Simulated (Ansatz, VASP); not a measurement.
# Al16Cu: VASP beside Ansatz

INCAR

```
SYSTEM = Al16Cu
PREC = Accurate
ENCUT = 520
EDIFF = 1E-6
ISMEAR = 0
SIGMA = 0.1
LREAL = Auto
LASPH = .True.
NELM = 80
ALGO = Normal
ISIF = 2
LWAVE = .False.
LCHARG = .True.
LDIPOL = .True.
IDIPOL = 3
DIPOL = 0.5 0.5 0.303
GGA = PE
IVDW = 12
LELF = .True.
LVHAR = .True.
LVACPOTAV = .True.
NBANDS = 44
```

File KPOINTS:

```
regular mesh
0
Gamma
  5 4 1
  0 0 0
```

Contents of POSCAR:

```
Al16Cu
1.0
    5.6324246412      0.0000000000      0.0000000000
    0.0000000000      7.9654513166      0.0000000000
    0.0000000000      0.0000000000     21.2293510975
Al Cu
16 1
Direct
    0.2500000000      0.2500000000      0.1884183827
    0.2500000000      0.7500000000      0.1884183827
    0.7500000000      0.2500000000      0.1884183827
    0.7500000000      0.7500000000      0.1884183827
    0.0000000000      0.0000000000      0.2547466541
    0.0000000000      0.5000000000      0.2547466541
    0.5000000000      0.0000000000      0.2547466541
    0.5000000000      0.5000000000      0.2547466541
    0.2500000000      0.2500000000      0.3240951258
    0.2500000000      0.7500000000      0.3240951258
    0.7500000000      0.2500000000      0.3240951258
    0.7500000000      0.7500000000      0.3240951258
    0.0000000000      0.0000000000      0.3876402562
    0.0000000000      0.5000000000      0.3876402562
    0.5000000000      0.0000000000      0.3876402562
    0.5000000000      0.5000000000      0.3876402562
    0.2500000000      0.0625000000      0.5289540432
```

Input for Ansatz:

```yaml
crystal:
  lattice:
    - [5.6324246412, 0.0, 0.0]
    - [0.0, 7.9654513166, 0.0]
    - [0.0, 0.0, 21.2293510975]
  atoms:
    - { symbol: Al, position: [0.25, 0.25, 0.1884183827] }
    - { symbol: Al, position: [0.25, 0.75, 0.1884183827] }
    - { symbol: Al, position: [0.75, 0.25, 0.1884183827] }
    - { symbol: Al, position: [0.75, 0.75, 0.1884183827] }
    - { symbol: Al, position: [0.0, 0.0, 0.2547466541] }
    - { symbol: Al, position: [0.0, 0.5, 0.2547466541] }
    - { symbol: Al, position: [0.5, 0.0, 0.2547466541] }
    - { symbol: Al, position: [0.5, 0.5, 0.2547466541] }
    - { symbol: Al, position: [0.25, 0.25, 0.3240951258] }
    - { symbol: Al, position: [0.25, 0.75, 0.3240951258] }
    - { symbol: Al, position: [0.75, 0.25, 0.3240951258] }
    - { symbol: Al, position: [0.75, 0.75, 0.3240951258] }
    - { symbol: Al, position: [0.0, 0.0, 0.3876402562] }
    - { symbol: Al, position: [0.0, 0.5, 0.3876402562] }
    - { symbol: Al, position: [0.5, 0.0, 0.3876402562] }
    - { symbol: Al, position: [0.5, 0.5, 0.3876402562] }
    - { symbol: Cu, position: [0.25, 0.0625, 0.5289540432] }
basis:
  ecutwfc: 420
kpoints:
  mp_grid: { grid: [5, 4, 1] }
hamiltonian:
  xc: pbe
  dispersion: d3bj
scf:
  occupations: { method: gaussian, width: 0.1 }
output:
  forces: true
  eigenvalues: true
efield:
  axis: 3
  dipole_correction: true
  ramp_width: 0.04
```

Alike in both runs: task single point; functional PBE; dispersion D3(BJ); k mesh 5 × 4 × 1; occupations gaussian, width 0.1 eV; no spin polarisation.

```csv
,VASP,Ansatz
version,VASP 6.6.1,Ansatz 0.2.0
potentials or method,"VASP PAW PBE potentials, release 64 (Al, Cu), cutoff 520 eV","scalar-relativistic, plane waves, PAW"
valence electrons in the cell,59,67
```

```csv
,VASP,Ansatz,Ansatz less VASP
gap on the k mesh at the Fermi level (eV),none,none,-
rms of the force components (eV/Å),0.216,0.217,+0.0007
"work function, face that differs most (eV)",4.28,4.29,+0.007
```

Atom by atom the forces differ by 0.002 eV/Å (rms over components). A gap of «none» marks a metal or a gap that the smearing closes. VASP's potentials hold 59 valence electrons a cell and Ansatz's 67, so a difference there can come from the potentials and not from the codes.
